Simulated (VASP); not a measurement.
Write the native input for VASP 6.6.1 that does the following.

| Property | Result |
| --- | --- |
| Task | single point |
| Functional | PBEsol |
| Potentials or basis | VASP PAW PBE potentials, release 64 (Au) |
| Cutoff | 520 eV |
| k mesh | 18 × 18 × 18 |
| Occupations | fermi-dirac, width 0.1 eV |
| Spin | no spin polarisation |
| Dipole correction | no |
| Further INCAR settings | ALGO = Normal; EDIFF = 1e-06; NBANDS = 12 |

The structure of Au lies in POSCAR:

```
Au
1.0
   -1.5938510086      1.5938510086      1.5938510086
    1.5938510086     -1.5938510086      1.5938510086
    1.5938510086      1.5938510086     -1.5938510086
Au
1
Direct
    0.0000000000      0.0000000000      0.0000000000
```

This cell differs from its parent crystal: volume scaled by 0.95.

These files were run (other wordings do the same):

INCAR

```
SYSTEM = Au
ALGO = Normal
EDIFF = 1E-6
ENCUT = 520
GGA = PS
ISIF = 2
ISMEAR = -1
LASPH = .TRUE.
LCHARG = .TRUE.
LELF = .TRUE.
LREAL = .FALSE.
LVHAR = .TRUE.
LWAVE = .FALSE.
NBANDS = 12
NELM = 60
PREC = Accurate
SIGMA = 0.1
```

KPOINTS

```
k-points
0
G
  18 18 18
  0 0 0
```

Potentials or basis: VASP PAW PBE potentials, release 64 (Au).

The run is started by

```bash
$ cat potpaw_PBE.64/Au/POTCAR > POTCAR
$ mpirun -np 1 vasp_std > vasp.out
```

It gave:

```
Pressure : 10.0 GPa
```

Caveat: the PAW data sets were made with another functional, which shifts forces and pressure a little.

Run time: 18 s on 1 thread of Intel(R) Xeon(R) Platinum 8488C (Sapphire Rapids) (shared host), peak memory 0.17 GiB.
